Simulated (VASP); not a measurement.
Runs of VASP 6.6.1 on Dy4Au. The structure is that of space group P6/mmm (No. 191), or close to it. The cells are those of the table. The cell was generated, and may not be a known phase.

| task | cell | k mesh | gap on the mesh (eV) | pressure (GPa) |
| --- | --- | --- | --- | --- |
| single point | a = 5.585, b = 5.585, c = 5.155 Å, angles 90.0, 90.0, 120.0°, 5 atoms | 6 × 6 × 4 | none | 21.7 |
| single point | a = 6.310, b = 6.310, c = 5.290 Å, angles 90.0, 90.0, 120.0°, 5 atoms | 6 × 6 × 4 | none | 0.4 |
| single point | a = 6.329, b = 6.329, c = 5.293 Å, angles 90.0, 90.0, 120.0°, 5 atoms | 6 × 6 × 8 | none | (a) |
| relaxation of cell and atoms | relaxed from a = 5.585, b = 5.585, c = 5.155 Å, angles 90.0, 90.0, 120.0°, 5 atoms | 6 × 6 × 4 | none | -0.1 |

Alike in all rows: level PBE; potentials or basis VASP PAW PBE potentials, release 64 (Dy_3, Au), 4f in core; no spin polarisation; cutoff (eV) 500; smearing gaussian 0.1 eV.

Estimate the missing entries.

(a) 0.1.

Caveats: spin-orbit coupling is left out, which moves the levels of the heavy elements; the 4f electrons are frozen in the core, so they carry no moment and show no levels; the stress differs along the axes, from 11 to 27 GPa (at least some runs).

A k mesh can miss the band edges, and the runs leave out spin-orbit coupling on Au, Dy.

A gap of «none» marks levels without a gap at the run's occupations.
